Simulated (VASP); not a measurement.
# Si (I4_1/amd) in VASP: relaxation of cell and atoms with PBE

Aim: the relaxation of cell and atoms of Si with PBE.

All numbers are computed with VASP 6.6.1; they aren't measurements. Logs are shortened: lines on timing, memory, paths and dates and some standing lists are left out, and cuts for length are marked.

## Step 1: The cell of the first run

It takes space group I4_1/amd (No. 141, tetragonal). The conventional cell has a = 4.870 Å, b = 4.870 Å, c = 2.659 Å, α = 90.00°, β = 90.00°, γ = 90.00°. Si (site symmetry -4m2) has 10 Si at 2.52 to 3.15 Å within 3.3 Å.

## Step 2: Relaxation of cell and atoms, PBE

The input, INCAR:

```
SYSTEM = Si
PREC = Accurate ; ENCUT = 600
EDIFF = 1E-6 ; ISMEAR = -1
SIGMA = 0.1 ; LREAL = .FALSE.
LASPH = .TRUE. ; NELM = 80
ALGO = Normal ; ISIF = 3
LWAVE = .FALSE. ; LCHARG = .FALSE.
GGA = PE ; IBRION = 2
NSW = 80 ; EDIFFG = -0.01
ISYM = 0
```

The input, KPOINTS:

```
regular mesh
0
G
  13 13 9
  0 0 0
```

The input, POSCAR:

```
Si
1.0
   -2.4350158441      2.4350158441      1.3295186509
    2.4350158441     -2.4350158441      1.3295186509
    2.4350158441      2.4350158441     -1.3295186509
Si
2
Direct
    0.0000000000      0.0000000000      0.0000000000
    0.7500000000      0.2500000000      0.5000000000
```

Potentials or basis: VASP PAW PBE potentials, release 64 (Si).

Started as:

```
> cat potpaw_PBE.64/Si/POTCAR > POTCAR
> mpirun -np 1 vasp_std > vasp.out
```

OUTCAR:

```text
SYSTEM = Si
   PREC = Accurate
   ENCUT = 600
   EDIFF = 1E-6
   ISMEAR = -1
   LREAL = .FALSE.
   LASPH = .TRUE.
   NELM = 80
   ISIF = 3
   GGA = PE
   IBRION = 2
   NSW = 80
   EDIFFG = -0.01
   ISYM = 0

 ion  position               nearest neighbor table
   1  0.000  0.000  0.000-   2 2.52   2 2.52   2 2.52   2 2.52   2 3.15   2 3.15   2 3.15   2 3.15

   2  0.750  0.250  0.500-   1 2.52   1 2.52   1 2.52   1 2.52   1 3.15   1 3.15   1 3.15   1 3.15

IMPORTANT INFORMATION: All symmetrisations will be switched off!
NOSYMM: (Re-)initialisation of all symmetry stuff for point group C_1.

----------------------------------------------------------------------------------------

                                     Primitive cell

  volume of cell :      31.5325

  direct lattice vectors                    reciprocal lattice vectors
    -2.435015844  2.435015844  1.329518651     0.000000000  0.205337473  0.376075958
     2.435015844 -2.435015844  1.329518651     0.205337473  0.000000000  0.376075958
     2.435015844  2.435015844 -1.329518651     0.205337473  0.205337473  0.000000000

  length of vectors
     3.691371583  3.691371583  3.691371583     0.428481743  0.428481743  0.290391039

  position of ions in fractional coordinates (direct lattice)
     0.000000000  0.000000000  0.000000000
     0.750000000  0.250000000  0.500000000

  ion indices of the primitive-cell ions
   primitive index   ion index
                 1           1
                 2           2

----------------------------------------------------------------------------------------

 KPOINTS: regular mesh

Automatic generation of k-mesh.
 Grid dimensions read from file:
 generate k-points for:   13   13    9

 Generating k-lattice:

  Cartesian coordinates                     Fractional coordinates (reciprocal lattice)
     0.000000000  0.015795190  0.028928920     0.076923077 -0.000000000  0.000000000
     0.015795190  0.000000000  0.028928920    -0.000000000  0.076923077  0.000000000
     0.022815275  0.022815275  0.000000000     0.000000000  0.000000000  0.111111111

  Length of vectors
     0.032960134  0.032960134  0.032265671

  Shift w.r.t. Gamma in fractional coordinates (k-lattice)
     0.000000000  0.000000000  0.000000000

 -----------------------------------------------------------------------------
|                                                                             |
|           W    W    AA    RRRRR   N    N  II  N    N   GGGG   !!!           |
|           W    W   A  A   R    R  NN   N  II  NN   N  G    G  !!!           |
|           W    W  A    A  R    R  N N  N  II  N N  N  G       !!!           |
|           W WW W  AAAAAA  RRRRR   N  N N  II  N  N N  G  GGG   !            |
|           WW  WW  A    A  R   R   N   NN  II  N   NN  G    G                |
|           W    W  A    A  R    R  N    N  II  N    N   GGGG   !!!           |
|                                                                             |
|     Your reciprocal lattice and k-lattice belong to different lattice       |
|     classes:                                                                |
|                                                                             |
|        The reciprocal lattice is body-centered tetragonal,                  |
|        whereas your k-lattice is base-centered monoclinic.                  |
|                                                                             |
|     Results are often still useful ...                                      |
|                                                                             |
 -----------------------------------------------------------------------------

 WARNING: IBZKPT: internal override: KBLOWUP is changed to .FALSE.
      ... skipping the blow-up phase ...

 Subroutine IBZKPT returns following result:
 ===========================================

 Found    761 irreducible k-points:

 Following reciprocal coordinates:
            Coordinates               Weight
  0.000000  0.000000  0.000000      1.000000
  0.076923  0.000000  0.000000      2.000000
  0.153846  0.000000  0.000000      2.000000
  0.230769  0.000000  0.000000      2.000000
  0.307692  0.000000  0.000000      2.000000
  0.384615 -0.000000  0.000000      2.000000
[... 16 lines left out ...]
  0.153846  0.153846 -0.000000      2.000000
  0.230769  0.153846 -0.000000      2.000000
 [... further k-points ...]
   k-points           NKPTS =    761   k-points in BZ     NKDIM =    761   number of bands    NBANDS=      8
   number of dos      NEDOS =    301   number of ions     NIONS =      2
   total plane-waves  NPLWV =  27000
   dimension x,y,z NGX =    30 NGY =   30 NGZ =   30
   dimension x,y,z NGXF=    60 NGYF=   60 NGZF=   60
   ions per type =               2
   NGX,Y,Z   is equivalent  to a cutoff of  13.51, 13.51, 13.51 a.u.
   NGXF,Y,Z  is equivalent  to a cutoff of  27.02, 27.02, 27.02 a.u.
 SYSTEM =  Si
   PREC   = accura    normal or accurate (medium, high low for compatibility)
   ISTART =      0    job   : 0-new  1-cont  2-samecut
   ICHARG =      2    charge: 1-file 2-atom 10-const
   ISPIN  =      1    spin polarized calculation?
   LNONCOLLINEAR =      F non collinear calculations
   LSORBIT =      F    spin-orbit coupling
   LASPH  =      T    aspherical Exc in radial PAW
   ENCUT  =  600.0 eV  44.10 Ry    6.64 a.u.   7.37  7.37  7.37*2*pi/ulx,y,z
   NELM   =     80;   NELMIN=  2; NELMDL= -5     # of ELM steps
   EDIFF  = 0.1E-05   stopping-criterion for ELM
   LREAL  =      F    real-space projection
   EDIFFG = -.1E-01   stopping-criterion for IOM
   NSW    =     80    number of steps for IOM
   IBRION =      2    ionic relax: 0-MD 1-quasi-New 2-CG
   NFREE  =      1    steps in history (QN), initial steepest desc. (CG)
   ISIF   =      3    stress and relaxation
   ISYM   =      0    0-nonsym 1-usesym 2-fastsym
   POTIM  = 0.5000    time-step for ionic-motion
   TEBEG  =    0.0;   TEEND  =   0.0 temperature during run
   PSTRESS=    0.0 pullay stress
   NELECT =       8.0000    total number of electrons
   NUPDOWN=      -1.0000    fix difference up-down
   EMIN   =  10.00;   EMAX   =-10.00  energy-range for DOS
   EFERMI =   0.00;   METHOD = LEGACY
   ISMEAR =    -1;   SIGMA  =   0.10  broadening in eV -4-tet -1-fermi 0-gaus
   EFERMI_NEDOS =   21; number of points for ismear=-14 and -15
   IALGO  =     38    algorithm
   IMIX   =      4    mixing-type and parameters
     AMIX     =   0.40;   BMIX     =  1.00
     AMIX_MAG =   1.60;   BMIX_MAG =  1.00
  volume/ion in A,a.u.               =      15.77       106.40
  Fermi-wavevector in a.u.,A,eV,Ry     =   1.036380  1.958473 14.613780  1.074083
  Thomas-Fermi vector in A             =   2.170767
   LORBIT       =      0    0 simple, 1 ext, 2 COOP (PROOUT), +10 PAW based schemes
   GGA     = PE    functional components
   LHFCALC =     F    Hartree Fock is set to
   AEXX    =    0.0000 exact exchange contribution
   IVDW    =     0    specifies the selected vdW correction
   LEPSILON=     F    determine dielectric tensor
   LRPA    =     F    only Hartree local field effects (RPA)
 conjugate gradient relaxation of ions
 non-spin polarized calculation
  energy-cutoff  :      600.00
  volume of cell :       31.53
 maximum number of plane-waves:      1073
 NGX is ok and might be reduce to    30
   NGX = 15   NGY = 15   NGZ = 15

--------------------------------------- Ionic step        1  -------------------------------------------

 number of electron       7.9999999 magnetization

 Free energy of the ion-electron system (eV)
  ---------------------------------------------------
  ext. energy  EPLUGINS =         0.00000000
  ---------------------------------------------------
  free energy    TOTEN  =       -10.27258613 eV

  energy without entropy =      -10.24647694  energy(sigma->0) =      -10.25953153

------------------------ aborting loop because EDIFF is reached ----------------------------------------

  FORCE on cell =-STRESS in cart. coord.  units (eV):
  Direction    XX          YY          ZZ          XY          YZ          ZX
  --------------------------------------------------------------------------------------
  -------------------------------------------------------------------------------------
  Total       -0.6494999     -0.6495014     -0.3349274     -0.0093425      0.0085685      0.0085692
  in kB      -33.0013483    -33.0014207    -17.0177927     -0.4746985      0.4353711      0.4354066
  external PRESSURE =     -27.6735206 kB  Pullay stress =       0.0000000 kB

 VOLUME and BASIS-vectors are now :
 -----------------------------------------------------------------------------
  energy-cutoff  :      600.00
  volume of cell :       31.53
      direct lattice vectors                 reciprocal lattice vectors
    -2.435015844  2.435015844  1.329518651     0.000000000  0.205337473  0.376075958
     2.435015844 -2.435015844  1.329518651     0.205337473  0.000000000  0.376075958
     2.435015844  2.435015844 -1.329518651     0.205337473  0.205337473  0.000000000
[... 145 lines left out ...]
 POSITION                                       TOTAL-FORCE (eV/Angst)
 -----------------------------------------------------------------------------------
     -0.00080      4.79918      0.00312        -0.001705      0.001705      0.000000
     -0.00015      2.40019      0.66847         0.001705     -0.001705     -0.000000
 -----------------------------------------------------------------------------------
    total drift:                               -0.000000      0.000000      0.000000

  FREE ENERGIE OF THE ION-ELECTRON SYSTEM (eV)
  ---------------------------------------------------
  free  energy   TOTEN  =       -10.2812878328 eV

  energy  without entropy=      -10.2570592807  energy(sigma->0) =      -10.26917356

--------------------------------------- Ionic step        6  -------------------------------------------

 number of electron       8.0000000 magnetization

 Free energy of the ion-electron system (eV)
  ---------------------------------------------------
  ext. energy  EPLUGINS =         0.00000000
  ---------------------------------------------------
  free energy    TOTEN  =       -10.28141509 eV

  energy without entropy =      -10.25659514  energy(sigma->0) =      -10.26900511

 E-fermi :   9.0626     XC(G=0): -10.8779

 val. band max:        9.0566396770   @ k =  -0.2308  -0.1538   0.3333
 cond. band min:       9.0649201879   @ k =   0.1538  -0.0000   0.4444
 fundamental gap:      0.0082805109
 Fermi energy:         9.0625658242

 k-point     1 :       0.0000    0.0000    0.0000
  band No.  band energies     occupation
      1      -4.6142      2.00000
      2       6.5959      2.00000
      3       6.6035      2.00000
      4       7.0358      2.00000
      5      10.6817      0.00000
      6      16.5722      0.00000
      7      17.8971      0.00000
      8      17.8993      0.00000

 k-point     2 :       0.0769    0.0000    0.0000
  band No.  band energies     occupation
      1      -4.4570      2.00000
      2       6.0360      2.00000
      3       6.5339      2.00000
      4       7.8682      1.99999
      5      11.0348      0.00000
      6      15.6033      0.00000
      7      16.3637      0.00000
      8      17.5960      0.00000
[... 221 lines left out ...]
 k-point    23 :       0.1538    0.1538   -0.0000
  band No.  band energies     occupation
      1      -2.4093      2.00000
      2       5.6860      2.00000
      3       7.9572      1.99997
      4       8.8624      1.76195
      5       9.8268      0.00096
      6      10.8631      0.00000
      7      13.2548      0.00000
      8      13.6073      0.00000

 k-point    24 :       0.2308    0.1538   -0.0000
  band No.  band energies     occupation
      1      -1.1694      2.00000
      2       5.8183      2.00000
      3       6.6489      2.00000
      4       7.3075      2.00000
      5       9.4073      0.06168
      6      11.9227      0.00000
      7      12.0380      0.00000
      8      13.0901      0.00000

 [... further k-points ...]

------------------------ aborting loop because EDIFF is reached ----------------------------------------

  FORCE on cell =-STRESS in cart. coord.  units (eV):
  Direction    XX          YY          ZZ          XY          YZ          ZX
  --------------------------------------------------------------------------------------
  -------------------------------------------------------------------------------------
  Total        0.0035378      0.0035378      0.0096253      0.0123047     -0.0006368     -0.0006368
  in kB        0.1846393      0.1846396      0.5023483      0.6421842     -0.0332347     -0.0332347
  external PRESSURE =       0.2905424 kB  Pullay stress =       0.0000000 kB

 VOLUME and BASIS-vectors are now :
 -----------------------------------------------------------------------------
  energy-cutoff  :      600.00
  volume of cell :       30.70
      direct lattice vectors                 reciprocal lattice vectors
    -2.402419081  2.403652483  1.329530207    -0.000138919  0.207931225  0.375976305
     2.403652489 -2.402419071  1.329530201     0.207931224 -0.000138919  0.375976305
     2.401550044  2.401550033 -1.327274119     0.208145508  0.208145509 -0.000193097

 POSITION                                       TOTAL-FORCE (eV/Angst)
 -----------------------------------------------------------------------------------
     -0.00077      4.80510      0.00226        -0.000956      0.000956      0.000000
     -0.00023      2.40301      0.66589         0.000956     -0.000956     -0.000000
 -----------------------------------------------------------------------------------
    total drift:                                0.000000     -0.000000     -0.000000

  FREE ENERGIE OF THE ION-ELECTRON SYSTEM (eV)
  ---------------------------------------------------
  free  energy   TOTEN  =       -10.2814150871 eV

  energy  without entropy=      -10.2565951387  energy(sigma->0) =      -10.26900511

 reached required accuracy - stopping structural energy minimisation
```

Run time: 9.2 min. Hardware: 1 thread of Intel Xeon Platinum 8488C (Sapphire Rapids), shared host; peak memory 0.32 GiB.

Results:

```yaml
Free_energy: -10.2814 eV
Relaxed_volume: 15.35 Å³/atom
Relaxed_cell: a = 3.649 Å, b = 3.649 Å, c = 3.646 Å, α = 97.61°, β = 97.61°, γ = 137.27°
Space_group_after_relaxing_to_0.1_Å: I4_1/amd (No. 141)
Energy_gained_by_relaxing: 4.4 meV/atom
Ionic_steps: 6
Pressure_after_relaxing: 0.0 GPa
Band_gap_on_the_k_mesh: zero (bands 4 and 5 overlap by 6.04 eV)
```

Stress tensor (GPa, compression positive):
```
0.02 0.06 0.00
0.06 0.02 0.00
0.00 0.00 0.05
```

The path:
```csv
step,energy change (eV),largest force (eV/Å),pressure (GPa),volume (Å³)
1,0.0000,0.0033,-2.77,31.53
2,-0.0069,0.0011,1.41,30.31
3,-0.0084,0.0003,0.12,30.66
4,-0.0087,0.0006,0.07,30.68
5,-0.0087,0.0024,-0.01,30.72
6,-0.0088,0.0014,0.03,30.70
```

Final structure:
```cif
data_structure
_symmetry_space_group_name_H-M 'P 1'
_symmetry_Int_Tables_number 1
_cell_length_a 3.6492
_cell_length_b 3.6492
_cell_length_c 3.6464
_cell_angle_alpha 97.608
_cell_angle_beta 97.608
_cell_angle_gamma 137.267
_cell_volume 30.70
loop_
_atom_site_label
_atom_site_type_symbol
_atom_site_fract_x
_atom_site_fract_y
_atom_site_fract_z
_atom_site_occupancy
Si1 Si 0.99998 0.00002 0.00000 1
Si2 Si 0.75002 0.24998 0.50000 1
```

Levels at points of the mesh, in eV from the Fermi level:
```csv
k point,band 1,band 2,band 3,band 4,band 5,band 6,band 7,band 8
"(0.00, 0.00, 0.00)",-13.68,-2.47,-2.46,-2.03,1.62,7.51,8.83,8.84
```
